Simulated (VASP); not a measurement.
Here is a VASP 6.6.1 calculation.

Contents of INCAR:

```
GGA = CA
LSORBIT = T
MAGMOM = 0 0 0
LORBIT = 11
ISMEAR = 0
SIGMA = 0.04
LWAVE = F
LCHARG = F
ISIF = 2
PREC = Accurate
LASPH = T
LREAL = F
ALGO = Normal
EDIFF = 1E-8
NELM = 200
GGA_COMPAT = F
ENCUT = 550
ADDGRID = F
```

Contents of KPOINTS:

```
Automatic mesh
0
Gamma
  15 15 15
  0 0 0
```

Contents of POSCAR:

```
Ba
1.0
   -2.5065000000      2.5065000000      2.4814350000
    2.5065000000     -2.5065000000      2.4814350000
    2.5065000000      2.5065000000     -2.4814350000
Ba
1
Direct
    0.0000000000      0.0000000000      0.0000000000
```

Potentials or basis: VASP PAW LDA potentials, release 64 (Ba_sv).

Run with:

```console
$ cat potpaw_LDA.64/Ba_sv/POTCAR > POTCAR
$ mpirun -np 1 vasp_ncl > vasp.out
```

(1) What does it give for the net moment?

(2) Estimate the pressure.

Answers

(1) 0.00 μB per cell.

(2) -1.2 GPa.

Caveat: the cell differs from its parent crystal (cell strained by -1.0% along z).
